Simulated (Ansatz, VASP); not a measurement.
WSe2 in VASP and in Ansatz

File INCAR:

```
PREC = Accurate
ENCUT = 520
EDIFF = 1E-6
ISMEAR = 0
SIGMA = 0.05
LREAL = False
LASPH = True
NELM = 60
ALGO = Normal
ISIF = 2
LWAVE = False
LCHARG = True
GGA = PE
IVDW = 12
LELF = True
LVHAR = True
NBANDS = 20
```

KPOINTS

```
Automatic mesh
0
Gamma
  9 9 4
```

Contents of POSCAR:

```
WSe2
1.0
    3.1150362189      0.0000000000      0.0000000000
   -1.5575181095      2.9816689729      0.0000000000
    0.0000000000      0.0000000000      7.0056191088
W Se
1 2
Direct
    0.0000000000      0.0000000000      0.0000000000
    0.3333333333      0.6666666667      0.2405528385
    0.3333333333      0.6666666667      0.7594471615
```

Input for Ansatz:

```yaml
crystal:
  lattice:
    - [3.1150362189, 0.0, 0.0]
    - [-1.5575181095, 2.9816689729, 0.0]
    - [0.0, 0.0, 7.0056191088]
  atoms:
    - { symbol: W, position: [0.0, 0.0, 0.0] }
    - { symbol: Se, position: [0.3333333333, 0.6666666667, 0.2405528385] }
    - { symbol: Se, position: [0.3333333333, 0.6666666667, 0.7594471615] }
basis:
  ecutwfc: 420
kpoints:
  mp_grid: { grid: [9, 9, 4] }
hamiltonian:
  xc: pbe
  pseudopotentials: { kind: paw, azcp: { folder: soft_1 } }
  dispersion: d3bj
scf:
  occupations: { method: gaussian, width: 0.05 }
output:
  forces: true
  stress: true
  eigenvalues: true
```

Change from the starting cell: strain +e along x and -e along y -0.0500, strain +e along z and -e/2 along x and y +0.0000.

Alike in both runs: task single point; functional PBE; dispersion D3(BJ); k mesh 9 × 9 × 4; occupations gaussian, width 0.05 eV; no spin polarisation.

|  | VASP | Ansatz |
| --- | --- | --- |
| version | VASP 6.6.1 | Ansatz 0.2.0 |
| potentials or method | VASP PAW PBE potentials, release 64 (W_sv, Se), cutoff 520 eV | scalar-relativistic, plane waves, PAW |
| valence electrons in the cell | 26 | 46 |

Ansatz gave:

| Property | Result |
| --- | --- |
| gap on the k mesh at the Fermi level (eV) | 1.27 |
| least direct gap on the mesh (eV) | 1.60 |
| pressure (GPa) | 1.1 |
| traceless stress, the component that is largest in VASP (GPa) | 9.19 |
| rms of the force components (eV/Å) | 0.251 |

Problem. Estimate VASP's values.

Solution. gap on the k mesh at the Fermi level (eV): 1.27; least direct gap on the mesh (eV): 1.59; pressure (GPa): 1.5; traceless stress, the component that is largest in VASP (GPa): 9.17; rms of the force components (eV/Å): 0.258.

Atom by atom the forces differ by 0.023 eV/Å (rms over components). VASP's potentials hold 26 valence electrons a cell and Ansatz's 46, so a difference there can come from the potentials and not from the codes.

Neither program's run includes spin-orbit coupling.
